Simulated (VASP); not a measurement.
# Ti (P6/mmm) in VASP: further runs, part 2 of 3

VASP 6.6.1. Earlier steps stand in the parts before.

## Step 3: Single point, r2SCAN (biaxial strain in the a-b plane: -1.0 %, then relaxed in part)

POSCAR

```
Ti
1.0
    4.5223414874      0.0000000000      0.0000000000
   -2.2611707437      3.9164626126      0.0000000000
    0.0000000000      0.0000000000      2.8360961579
Ti
3
Direct
    0.0000000000      0.0000000000      0.0000000000
    0.3333333333      0.6666666667      0.5000000000
    0.6666666667      0.3333333333      0.5000000000
```

INCAR.step1

```
ALGO = Normal ; EDIFF = 1E-4
ENCUT = 520 ; GGA = PE
ISMEAR = 0 ; LASPH = True
LCHARG = False ; LREAL = False
LWAVE = True ; NBANDS = 25
NELM = 80 ; PREC = Accurate
SIGMA = 0.1
```

INCAR.step2

```
ALGO = Normal ; EDIFF = 1E-7
ENCUT = 520 ; ISIF = 2
ISMEAR = 0 ; ISTART = 1
LASPH = True ; LCHARG = False
LMIXTAU = True ; LREAL = False
LWAVE = False ; METAGGA = R2SCAN
NBANDS = 25 ; NELM = 80
PREC = Accurate ; SIGMA = 0.1
```

KPOINTS

```
k-points
0
Gamma
  12 12 18
```

Potentials or basis: VASP PAW PBE potentials, release 64 (Ti_sv).

The run is started by

```sh
cat potpaw_PBE.64/Ti_sv/POTCAR > POTCAR
cp INCAR.step1 INCAR
mpirun -np 1 vasp_std > vasp.out
cp INCAR.step2 INCAR
mpirun -np 1 vasp_std > vasp.out
```

OUTCAR:

```text
EDIFF = 1E-7
   ENCUT = 520
   ISIF = 2
   ISMEAR = 0
   ISTART = 1
   LASPH = True
   LREAL = False
   METAGGA = R2SCAN
   NELM = 80
   PREC = Accurate

 ion  position               nearest neighbor table
   1  0.000  0.000  0.000-
   2  0.333  0.667  0.500-   3 2.61   3 2.61   3 2.61
   3  0.667  0.333  0.500-   2 2.61   2 2.61   2 2.61

  LATTYP: Found a hexagonal cell.
 ALAT       =     4.5223414874
 C/A-ratio  =     0.6271300312

  Lattice vectors:

 A1 = (   4.5223414874,   0.0000000000,   0.0000000000)
 A2 = (  -2.2611707437,   3.9164626126,   0.0000000000)
 A3 = (   0.0000000000,   0.0000000000,   2.8360961579)

Analysis of symmetry for initial positions (statically):
=====================================================================
 Subroutine PRICEL returns:
 Original cell was already a primitive cell.

 Routine SETGRP: Setting up the symmetry group for a
 hexagonal supercell.

 Subroutine GETGRP returns: Found 24 space group operations
 (whereof 24 operations were pure point group operations)
 out of a pool of 24 trial point group operations.

The static configuration has the point symmetry D_6h.

Analysis of symmetry for dynamics (positions and initial velocities):
=====================================================================
 Subroutine PRICEL returns:
 Original cell was already a primitive cell.

 Routine SETGRP: Setting up the symmetry group for a
 hexagonal supercell.

 Subroutine GETGRP returns: Found 24 space group operations
 (whereof 24 operations were pure point group operations)
 out of a pool of 24 trial point group operations.

The dynamic configuration has the point symmetry D_6h.

 Subroutine INISYM returns: Found 24 space group operations
 (whereof 24 operations are pure point group operations),
[... 112 lines left out ...]
   EFERMI =   0.00;   METHOD = LEGACY
   ISMEAR =     0;   SIGMA  =   0.10  broadening in eV -4-tet -1-fermi 0-gaus
   EFERMI_NEDOS =   21; number of points for ismear=-14 and -15
   IALGO  =     38    algorithm
   IMIX   =      4    mixing-type and parameters
     AMIX     =   0.40;   BMIX     =  1.00
     AMIX_MAG =   1.60;   BMIX_MAG =  1.00
  volume/ion in A,a.u.               =      16.74       112.99
  Fermi-wavevector in a.u.,A,eV,Ry     =   1.465040  2.768525 29.202770  2.146343
  Thomas-Fermi vector in A             =   2.580945
   LORBIT       =      0    0 simple, 1 ext, 2 COOP (PROOUT), +10 PAW based schemes
   METAGGA = R2SCAN    functional components
   LHFCALC =     F    Hartree Fock is set to
   AEXX    =    0.0000 exact exchange contribution
   IVDW    =     0    specifies the selected vdW correction
   LEPSILON=     F    determine dielectric tensor
   LRPA    =     F    only Hartree local field effects (RPA)
 non-spin polarized calculation
 Gauss-broadening in eV      SIGMA  =   0.10
  energy-cutoff  :      520.00
  volume of cell :       50.23
 maximum number of plane-waves:      1390
 NGX is ok and might be reduce to    36
   NGX = 17   NGY = 17   NGZ = 11

 number of electron      36.0000005 magnetization

 Free energy of the ion-electron system (eV)
  ---------------------------------------------------
  ext. energy  EPLUGINS =         0.00000000
  ---------------------------------------------------
  free energy    TOTEN  =       -38.89259657 eV

  energy without entropy =      -38.88048454  energy(sigma->0) =      -38.88654055

 E-fermi :   8.7055     XC(G=0): -12.5877

 val. band max:        8.7020084889   @ k =   0.2500   0.1667   0.0000
 cond. band min:       8.7070073671   @ k =   0.2500   0.0833   0.0556
 fundamental gap:      0.0049988782
 Fermi energy:         8.7055138752

 k-point     1 :       0.0000    0.0000    0.0000
  band No.  band energies     occupation
      1     -50.5418      2.00000
      2     -50.2840      2.00000
      3     -50.0978      2.00000
      4     -25.8174      2.00000
      5     -25.8174      2.00000
      6     -25.7576      2.00000
[... 661 lines left out ...]
     24      11.0059      0.00000
     25      11.5162      0.00000

 [... further k-points ...]

------------------------ aborting loop because EDIFF is reached ----------------------------------------

  FORCE on cell =-STRESS in cart. coord.  units (eV):
  Direction    XX          YY          ZZ          XY          YZ          ZX
  --------------------------------------------------------------------------------------
  -------------------------------------------------------------------------------------
  Total        1.0269852      1.0269852      0.1254850      0.0000000      0.0000000     -0.0000000
  in kB       32.7564229     32.7564229      4.0024347      0.0000000      0.0000000     -0.0000000
  external PRESSURE =      23.1717602 kB  Pullay stress =       0.0000000 kB

 VOLUME and BASIS-vectors are now :
 -----------------------------------------------------------------------------
  energy-cutoff  :      520.00
  volume of cell :       50.23
      direct lattice vectors                 reciprocal lattice vectors
     4.522341487  0.000000000  0.000000000     0.221124389  0.127666226  0.000000000
    -2.261170744  3.916462613  0.000000000     0.000000000  0.255332451  0.000000000
     0.000000000  0.000000000  2.836096158     0.000000000  0.000000000  0.352597354

 POSITION                                       TOTAL-FORCE (eV/Angst)
 -----------------------------------------------------------------------------------
      0.00000      0.00000      0.00000         0.000000      0.000000     -0.000000
     -0.00000      2.61098      1.41805         0.000000     -0.000000      0.000000
      2.26117      1.30549      1.41805        -0.000000      0.000000     -0.000000
 -----------------------------------------------------------------------------------
    total drift:                                0.000000      0.000000     -0.000000

  FREE ENERGIE OF THE ION-ELECTRON SYSTEM (eV)
  ---------------------------------------------------
  free  energy   TOTEN  =       -38.8925965692 eV

  energy  without entropy=      -38.8804845381  energy(sigma->0) =      -38.88654055
```

It took 41 min on 1 thread of Oxide Virtual Turin-like, shared host; peak memory 0.28 GiB.

What came out:

- Free energy: -38.8926 eV
- Pressure: 2.3 GPa
- Band gap on the k mesh: zero (bands 18 and 19 overlap by 0.34 eV)

Caveat: the cell differs from its parent crystal (biaxial strain in the a-b plane: -1.0 %, then relaxed in part); the PAW data sets were made with another functional, which shifts forces and pressure a little.

## Step 4: Single point, r2SCAN (biaxial strain in the a-b plane: -1.0 %)

POSCAR: that of step 3 with these lines changed.

```diff
@@ -4,3 +4,3 @@
    -2.2611707437      3.9164626126      0.0000000000
-    0.0000000000      0.0000000000      2.8360961579
+    0.0000000000      0.0000000000      2.8415103139
 Ti
```

INCAR.step1

```
  PREC = Accurate
  ENCUT = 520
  ISMEAR = 0
  SIGMA = 0.1
  LREAL = F
  LASPH = T
  NELM = 100
  NBANDS = 25
  GGA = PE
  ALGO = Normal
  EDIFF = 1E-4
  LWAVE = T
  LCHARG = F
```

INCAR.step2

```
  PREC = Accurate
  ENCUT = 520
  EDIFF = 1E-6
  ISMEAR = 0
  SIGMA = 0.1
  LREAL = F
  LASPH = T
  NELM = 100
  ALGO = Normal
  ISIF = 2
  LWAVE = F
  LCHARG = F
  METAGGA = R2SCAN
  LMIXTAU = T
  NBANDS = 25
  ISTART = 1
```

KPOINTS

```
regular mesh
0
Gamma
  12 12 18
```

Potentials or basis: VASP PAW PBE potentials, release 64 (Ti_sv).

The run is started by

```sh
cat potpaw_PBE.64/Ti_sv/POTCAR > POTCAR
cp INCAR.step1 INCAR
mpirun -np 1 vasp_std > vasp.out
cp INCAR.step2 INCAR
mpirun -np 1 vasp_std > vasp.out
```

OUTCAR:

```text
PREC = Accurate
   ENCUT = 520
   EDIFF = 1E-6
   ISMEAR = 0
   LREAL = F
   LASPH = T
   NELM = 100
   ISIF = 2
   METAGGA = R2SCAN
   ISTART = 1

 ion  position               nearest neighbor table
   1  0.000  0.000  0.000-
   2  0.333  0.667  0.500-   3 2.61   3 2.61   3 2.61
   3  0.667  0.333  0.500-   2 2.61   2 2.61   2 2.61

  LATTYP: Found a hexagonal cell.
 ALAT       =     4.5223414874
 C/A-ratio  =     0.6283272331

  Lattice vectors:

 A1 = (   4.5223414874,   0.0000000000,   0.0000000000)
 A2 = (  -2.2611707437,   3.9164626126,   0.0000000000)
 A3 = (   0.0000000000,   0.0000000000,   2.8415103139)

Analysis of symmetry for initial positions (statically):
=====================================================================
 Subroutine PRICEL returns:
 Original cell was already a primitive cell.

 Routine SETGRP: Setting up the symmetry group for a
 hexagonal supercell.

 Subroutine GETGRP returns: Found 24 space group operations
 (whereof 24 operations were pure point group operations)
 out of a pool of 24 trial point group operations.

The static configuration has the point symmetry D_6h.

Analysis of symmetry for dynamics (positions and initial velocities):
=====================================================================
 Subroutine PRICEL returns:
 Original cell was already a primitive cell.

 Routine SETGRP: Setting up the symmetry group for a
 hexagonal supercell.

 Subroutine GETGRP returns: Found 24 space group operations
 (whereof 24 operations were pure point group operations)
 out of a pool of 24 trial point group operations.

The dynamic configuration has the point symmetry D_6h.

 Subroutine INISYM returns: Found 24 space group operations
 (whereof 24 operations are pure point group operations),
 and found     1 'primitive' translations

----------------------------------------------------------------------------------------

                                     Primitive cell

  volume of cell :      50.3276

  direct lattice vectors                    reciprocal lattice vectors
     4.522341487  0.000000000  0.000000000     0.221124389  0.127666226  0.000000000
    -2.261170744  3.916462613  0.000000000     0.000000000  0.255332451  0.000000000
     0.000000000  0.000000000  2.841510314     0.000000000  0.000000000  0.351925522

  length of vectors
     4.522341487  4.522341487  2.841510314     0.255332451  0.255332451  0.351925522

  position of ions in fractional coordinates (direct lattice)
     0.000000000  0.000000000  0.000000000
     0.333333333  0.666666667  0.500000000
     0.666666667  0.333333333  0.500000000

  ion indices of the primitive-cell ions
   primitive index   ion index
                 1           1
                 2           2
                 3           3

----------------------------------------------------------------------------------------

 KPOINTS: regular mesh

Automatic generation of k-mesh.
 Grid dimensions read from file:
 generate k-points for:   12   12   18

 Generating k-lattice:

  Cartesian coordinates                     Fractional coordinates (reciprocal lattice)
     0.018427032  0.010638852  0.000000000     0.083333333 -0.000000000  0.000000000
     0.000000000  0.021277704  0.000000000     0.000000000  0.083333333  0.000000000
     0.000000000  0.000000000  0.019551418     0.000000000  0.000000000  0.055555556

  Length of vectors
     0.021277704  0.021277704  0.019551418

  Shift w.r.t. Gamma in fractional coordinates (k-lattice)
     0.000000000  0.000000000  0.000000000

 Subroutine IBZKPT returns following result:
 ===========================================

 Found    190 irreducible k-points:

 Following reciprocal coordinates:
            Coordinates               Weight
  0.000000  0.000000  0.000000      1.000000
  0.083333  0.000000  0.000000      6.000000
  0.166667  0.000000  0.000000      6.000000
  0.250000  0.000000  0.000000      6.000000
  0.333333 -0.000000  0.000000      6.000000
  0.416667 -0.000000  0.000000      6.000000
[... 16 lines left out ...]
  0.250000  0.000000  0.055556     12.000000
  0.333333 -0.000000  0.055556     12.000000
 [... further k-points ...]
   k-points           NKPTS =    190   k-points in BZ     NKDIM =    190   number of bands    NBANDS=     25
   number of dos      NEDOS =    301   number of ions     NIONS =      3
   total plane-waves  NPLWV =  31104
   dimension x,y,z NGX =    36 NGY =   36 NGZ =   24
   dimension x,y,z NGXF=    72 NGYF=   72 NGZF=   48
   ions per type =               3
   NGX,Y,Z   is equivalent  to a cutoff of  13.23, 13.23, 14.04 a.u.
   NGXF,Y,Z  is equivalent  to a cutoff of  26.47, 26.47, 28.08 a.u.
 SYSTEM =  unknown system
   PREC   = accura    normal or accurate (medium, high low for compatibility)
   ISTART =      1    job   : 0-new  1-cont  2-samecut
   ICHARG =      0    charge: 1-file 2-atom 10-const
   ISPIN  =      1    spin polarized calculation?
   LNONCOLLINEAR =      F non collinear calculations
   LSORBIT =      F    spin-orbit coupling
   LASPH  =      T    aspherical Exc in radial PAW
   ENCUT  =  520.0 eV  38.22 Ry    6.18 a.u.   8.41  8.41  5.28*2*pi/ulx,y,z
   NELM   =    100;   NELMIN=  2; NELMDL=  0     # of ELM steps
   EDIFF  = 0.1E-05   stopping-criterion for ELM
   LREAL  =      F    real-space projection
   EDIFFG = 0.1E-04   stopping-criterion for IOM
   NSW    =      0    number of steps for IOM
   IBRION =     -1    ionic relax: 0-MD 1-quasi-New 2-CG
   NFREE  =      0    steps in history (QN), initial steepest desc. (CG)
   ISIF   =      2    stress and relaxation
   ISYM   =      2    0-nonsym 1-usesym 2-fastsym
   POTIM  = 0.5000    time-step for ionic-motion
   TEBEG  =    0.0;   TEEND  =   0.0 temperature during run
   PSTRESS=    0.0 pullay stress
   NELECT =      36.0000    total number of electrons
   NUPDOWN=      -1.0000    fix difference up-down
   EMIN   =  10.00;   EMAX   =-10.00  energy-range for DOS
   EFERMI =   0.00;   METHOD = LEGACY
   ISMEAR =     0;   SIGMA  =   0.10  broadening in eV -4-tet -1-fermi 0-gaus
   EFERMI_NEDOS =   21; number of points for ismear=-14 and -15
   IALGO  =     38    algorithm
   IMIX   =      4    mixing-type and parameters
     AMIX     =   0.40;   BMIX     =  1.00
     AMIX_MAG =   1.60;   BMIX_MAG =  1.00
  volume/ion in A,a.u.               =      16.78       113.21
  Fermi-wavevector in a.u.,A,eV,Ry     =   1.464109  2.766765 29.165663  2.143616
  Thomas-Fermi vector in A             =   2.580124
   LORBIT       =      0    0 simple, 1 ext, 2 COOP (PROOUT), +10 PAW based schemes
   METAGGA = R2SCAN    functional components
   LHFCALC =     F    Hartree Fock is set to
   AEXX    =    0.0000 exact exchange contribution
   IVDW    =     0    specifies the selected vdW correction
   LEPSILON=     F    determine dielectric tensor
   LRPA    =     F    only Hartree local field effects (RPA)
 non-spin polarized calculation
 Gauss-broadening in eV      SIGMA  =   0.10
  energy-cutoff  :      520.00
  volume of cell :       50.33
 maximum number of plane-waves:      1390
 NGX is ok and might be reduce to    36
   NGX = 17   NGY = 17   NGZ = 11

 number of electron      36.0000005 magnetization

 Free energy of the ion-electron system (eV)
  ---------------------------------------------------
  ext. energy  EPLUGINS =         0.00000000
  ---------------------------------------------------
  free energy    TOTEN  =       -38.89274731 eV

  energy without entropy =      -38.88056245  energy(sigma->0) =      -38.88665488

 E-fermi :   8.6866     XC(G=0): -12.5775

 val. band max:        8.6850782846   @ k =   0.2500   0.1667   0.0000
 cond. band min:       8.6897091975   @ k =   0.2500   0.0833   0.0556
 fundamental gap:      0.0046309129
 Fermi energy:         8.6866241582

 k-point     1 :       0.0000    0.0000    0.0000
  band No.  band energies     occupation
      1     -50.5671      2.00000
      2     -50.3082      2.00000
      3     -50.1217      2.00000
      4     -25.8420      2.00000
      5     -25.8420      2.00000
      6     -25.7811      2.00000
[... 17 lines left out ...]
     24      10.5579      0.00000
     25      10.6925      0.00000
[... 621 lines left out ...]
      3     -50.1642      2.00000
      4     -26.0193      2.00000
      5     -25.8799      2.00000
      6     -25.5930      2.00000
[... 17 lines left out ...]
     24      10.9842      0.00000
     25      11.4827      0.00000

 [... further k-points ...]

------------------------ aborting loop because EDIFF is reached ----------------------------------------

  FORCE on cell =-STRESS in cart. coord.  units (eV):
  Direction    XX          YY          ZZ          XY          YZ          ZX
  --------------------------------------------------------------------------------------
  -------------------------------------------------------------------------------------
  Total        0.9829830      0.9829830     -0.0460762      0.0000000      0.0000000     -0.0000000
  in kB       31.2932037     31.2932037     -1.4668331      0.0000000      0.0000000     -0.0000000
  external PRESSURE =      20.3731914 kB  Pullay stress =       0.0000000 kB

 VOLUME and BASIS-vectors are now :
 -----------------------------------------------------------------------------
  energy-cutoff  :      520.00
  volume of cell :       50.33
      direct lattice vectors                 reciprocal lattice vectors
     4.522341487  0.000000000  0.000000000     0.221124389  0.127666226  0.000000000
    -2.261170744  3.916462613  0.000000000     0.000000000  0.255332451  0.000000000
     0.000000000  0.000000000  2.841510314     0.000000000  0.000000000  0.351925522

 POSITION                                       TOTAL-FORCE (eV/Angst)
 -----------------------------------------------------------------------------------
      0.00000      0.00000      0.00000         0.000000      0.000000     -0.000000
     -0.00000      2.61098      1.42076         0.000000      0.000000      0.000000
      2.26117      1.30549      1.42076        -0.000000      0.000000     -0.000000
 -----------------------------------------------------------------------------------
    total drift:                                0.000000      0.000000     -0.000000

  FREE ENERGIE OF THE ION-ELECTRON SYSTEM (eV)
  ---------------------------------------------------
  free  energy   TOTEN  =       -38.8927473099 eV

  energy  without entropy=      -38.8805624517  energy(sigma->0) =      -38.88665488
```

Wall time 37 min (1 thread of Oxide Virtual Turin-like, shared host); peak memory 0.28 GiB.

Results:

* Free energy: -38.8927 eV
* Pressure: 2.0 GPa
* Band gap on the k mesh: zero (bands 18 and 19 overlap by 0.34 eV)

Caveat: the cell differs from its parent crystal (biaxial strain in the a-b plane: -1.0 %); the PAW data sets were made with another functional, which shifts forces and pressure a little.

(Part 2 of 3 ends here.)
